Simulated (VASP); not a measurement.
# GaN (Fm-3m) in VASP: a series of runs, part 2 of 2

VASP 6.6.1. The steps go on from the part before.

## (3) G0W0 quasiparticle levels, PBE

POSCAR reads:

```
GaN
1.0
    0.0000000000      2.1085152350      2.1085152350
    2.1085152350      0.0000000000      2.1085152350
    2.1085152350      2.1085152350      0.0000000000
Ga N
1 1
Direct
    0.0000000000      0.0000000000      0.0000000000
    0.5000000000      0.5000000000      0.5000000000
```

INCAR.step1 reads:

```
SYSTEM = GaN
  PREC = Accurate
  ENCUT = 500
  EDIFF = 1E-8
  ISMEAR = 0
  SIGMA = 0.01
  LREAL = .FALSE.
  LASPH = .TRUE.
  NELM = 100
  ALGO = Normal
  LWAVE = .TRUE.
  LCHARG = .FALSE.
  GGA = PE
```

INCAR.step2 reads:

```
SYSTEM = GaN
  PREC = Accurate
  ENCUT = 500
  EDIFF = 1E-8
  ISMEAR = 0
  SIGMA = 0.01
  LREAL = .FALSE.
  LASPH = .TRUE.
  NELM = 1
  ALGO = Exact
  LWAVE = .TRUE.
  LCHARG = .FALSE.
  GGA = PE
  NBANDS = 69
  LOPTICS = .TRUE.
  ISTART = 1
```

INCAR.step3 reads:

```
SYSTEM = GaN
  PREC = Accurate
  ENCUT = 500
  EDIFF = 1E-8
  ISMEAR = 0
  SIGMA = 0.01
  LREAL = .FALSE.
  LASPH = .TRUE.
  ALGO = EVGW0
  LWAVE = .FALSE.
  LCHARG = .FALSE.
  GGA = PE
  NELMGW = 1
  NBANDS = 69
  ENCUTGW = 80.0
  NOMEGA = 48
  PRECFOCK = Fast
  ISTART = 1
  NBANDSGW = 17
```

KPOINTS reads:

```
regular mesh
0
G
  4 4 4
  0 0 0
```

Potentials or basis: VASP PAW PBE potentials, release 64 (Ga_d_GW, N_GW).

Launch:

```console
$ cat potpaw_PBE.64/Ga_d_GW/POTCAR potpaw_PBE.64/N_GW/POTCAR > POTCAR
$ cp INCAR.step1 INCAR
$ mpirun -np 1 vasp_std > vasp.out
$ cp INCAR.step2 INCAR
$ mpirun -np 1 vasp_std > vasp.out
$ cp INCAR.step3 INCAR
$ mpirun -np 1 vasp_std > vasp.out
```

OUTCAR:

```text
SYSTEM = GaN
   PREC = Accurate
   ENCUT = 500
   EDIFF = 1E-8
   ISMEAR = 0
   LREAL = .FALSE.
   LASPH = .TRUE.
   GGA = PE
   NELMGW = 1
   ENCUTGW = 80.0
   PRECFOCK = Fast
   ISTART = 1

 ion  position               nearest neighbor table
   1  0.000  0.000  0.000-   2 2.11   2 2.11   2 2.11   2 2.11   2 2.11   2 2.11
   2  0.500  0.500  0.500-   1 2.11   1 2.11   1 2.11   1 2.11   1 2.11   1 2.11

  LATTYP: Found a face centered cubic cell.
 ALAT       =     4.2170304700

  Lattice vectors:

 A1 = (   0.0000000000,   2.1085152350,   2.1085152350)
 A2 = (   2.1085152350,   0.0000000000,   2.1085152350)
 A3 = (   2.1085152350,   2.1085152350,   0.0000000000)

Analysis of symmetry for initial positions (statically):
=====================================================================
 Subroutine PRICEL returns:
 Original cell was already a primitive cell.

[... 126 lines left out ...]
  Fermi-wavevector in a.u.,A,eV,Ry     =   1.615024  3.051952 35.488101  2.608302
  Thomas-Fermi vector in A             =   2.709838
   LORBIT       =      0    0 simple, 1 ext, 2 COOP (PROOUT), +10 PAW based schemes
   GGA     = PE    functional components
   LHFCALC =     T    Hartree Fock is set to
   PRECFOCK=fast      Normal, Fast or Accurate (Low or Medium for compatibility)
   ENCUT4O =  -1.0   cutoff for four orbital integrals eV
   NKREDX  =     1    reduce k-point grid by
   NKREDY  =     1    reduce k-point grid by
   NKREDZ  =     1    reduce k-point grid by
   AEXX    =    1.0000 exact exchange contribution
   HFSCREEN=    0.0000 screening length (either q_TF or 0.3 A-1)
   HFSCREENC=   0.0000 screening length for correlation (either q_TF or 0.3 A-1)
   ENCUTFOCK=  -1.0 apply spherical cutoff to Coloumb kernel
   IVDW    =     0    specifies the selected vdW correction
   LEPSILON=     F    determine dielectric tensor
   LRPA    =     F    only Hartree local field effects (RPA)
   LRPAFORCE           =     F    calculate RPA forces
   ENCUTGW             =  80.0    cutoff for response function in eV
   ENCUTGWSOFT         =  64.0    soft cutoff for Coulomb kernel in GW response function in eV
   ENCUTLF             =  -1.0    cutoff for local field effects
   NELMGW              =     1    number of iterations in solving QP/BSE equation
   NELMHF              =     1    number of iterations in the inner HF iteration
   NKREDLFX            =     1    NKREDLFY  =   1   NKREDLFZ  =   1
 non-spin polarized calculation
 Gauss-broadening in eV      SIGMA  =   0.01
  energy-cutoff  :      500.00
  volume of cell :       18.75
 maximum number of plane-waves:       531
 NGX is ok and might be reduce to    24
  NGX = 12; NGY = 12; NGZ = 12
   NGX = 11   NGY = 11   NGZ = 11
 maximum number of plane-waves:        34
 NGX is ok and might be reduce to    10

 QP shifts <psi_nk| G(iteration)W_0 |psi_nk>: iteration 1
 for sc-GW calculations column KS-energies equals QP-energies in previous step
 and V_xc(KS)=  KS-energies - (<T + V_ion + V_H > + <T+V_H+V_ion>^1  + <V_x>^1)

 k-point   1 :       0.0000    0.0000    0.0000
  band No.  KS-energies  QP-energies   sigma(KS)   V_xc(KS)     V^pw_x(r,r')   Z            occupation Imag(sigma)

      1      -9.5544     -10.4168     -15.7338     -14.5245     -24.3765       0.7131       2.0000       1.3893
      2      -6.3393      -9.8074     -26.3476     -21.6467     -34.9668       0.7378       2.0000       0.2514
      3      -6.3393      -9.8074     -26.3476     -21.6467     -34.9668       0.7378       2.0000       0.2514
      4      -6.3393      -9.8074     -26.3476     -21.6467     -34.9668       0.7378       2.0000       0.2514
      5      -6.2413      -9.8109     -26.6825     -21.8506     -35.4549       0.7388       2.0000       0.2998
      6      -6.2413      -9.8109     -26.6825     -21.8506     -35.4549       0.7388       2.0000       0.2998
[... 143 lines left out ...]
      3      -6.3318      -9.7684     -26.2038     -21.5467     -34.8067       0.7379       2.0000       0.2606
      4      -6.3150      -9.8052     -26.4441     -21.7032     -35.2414       0.7362       2.0000       0.3222
      5      -6.0538      -9.5723     -26.7355     -21.9805     -35.3906       0.7400       2.0000       0.2461
      6      -3.4507      -5.3057     -22.3337     -19.8340     -30.3625       0.7421       2.0000       0.5845
[... 9 lines left out ...]
     16      35.0817      36.2002     -13.0907     -14.4328      -5.9185       0.8334       0.0000      -1.4229
     17      37.5524      38.8075     -12.7718     -14.2965      -4.6380       0.8232       0.0000      -1.8653
```

OUTCAR.step1:

```text
SYSTEM = GaN
   PREC = Accurate
   ENCUT = 500
   EDIFF = 1E-8
   ISMEAR = 0
   LREAL = .FALSE.
   LASPH = .TRUE.
[... 330 lines left out ...]
      0.00000      0.00000      0.00000         0.000000     -0.000000      0.000000
      2.10852      2.10852      2.10852        -0.000000      0.000000     -0.000000
 -----------------------------------------------------------------------------------
    total drift:                                0.000000     -0.000000     -0.000000

  FREE ENERGIE OF THE ION-ELECTRON SYSTEM (eV)
  ---------------------------------------------------
  free  energy   TOTEN  =       -11.0528745834 eV

  energy  without entropy=      -11.0528745834  energy(sigma->0) =      -11.05287458
```

OUTCAR.step2:

```text
SYSTEM = GaN
   PREC = Accurate
   ENCUT = 500
   EDIFF = 1E-8
[... 730 lines left out ...]
  --------------------------------------------------------------------------------------------------------------
     0.00000    12.85736    12.85736    12.85736    -0.00000    -0.00000    -0.00000
     1.62673    14.74163    14.74163    14.74163    -0.00000    -0.00000    -0.00000
     3.25346    18.19110    18.19110    18.19110    -0.00000    -0.00000    -0.00000
     4.88018    21.71231    21.71231    21.71231    -0.00000    -0.00000     0.00000
     6.50691     4.61175     4.61175     4.61175     0.00000     0.00000    -0.00000
     8.13364    -5.08163    -5.08163    -5.08163     0.00000     0.00000     0.00000
[... 92 lines left out ...]
   159.41930     0.95545     0.95545     0.95545     0.00000     0.00000    -0.00000
   161.04602     0.95653     0.95653     0.95653     0.00000     0.00000    -0.00000
```

Run time: 35 s. Hardware: 1 thread of Intel Xeon Platinum 8488C (Sapphire Rapids), shared host; peak memory 0.18 GiB.

Results:

| Item | Value |
| --- | --- |
| Band gap on the k mesh, mean-field level | 0.72 eV, indirect (least direct gap 2.80 eV) |
| Quasiparticle gap | 1.53 eV |
| Least direct quasiparticle gap | 3.64 eV |

Levels at points of the mesh, in eV from the valence-band top:
```tsv
k point	band 7	band 8	band 9	band 10	band 11	band 12
(0.00, 0.00, 0.00)	-0.34	-0.34	-0.34	2.46	14.75	14.75
(0.50, 0.00, 0.00)	-8.19	0.00	0.00	4.84	9.22	9.22
(0.50, 0.50, 0.00)	-7.05	-2.91	-2.91	0.72	7.91	12.17
```

Caveat: the k points lie up to 0.65 Å⁻¹ apart; bands, screening cutoff and mesh are small and nothing is extrapolated, so the quasiparticle values aren't converged.
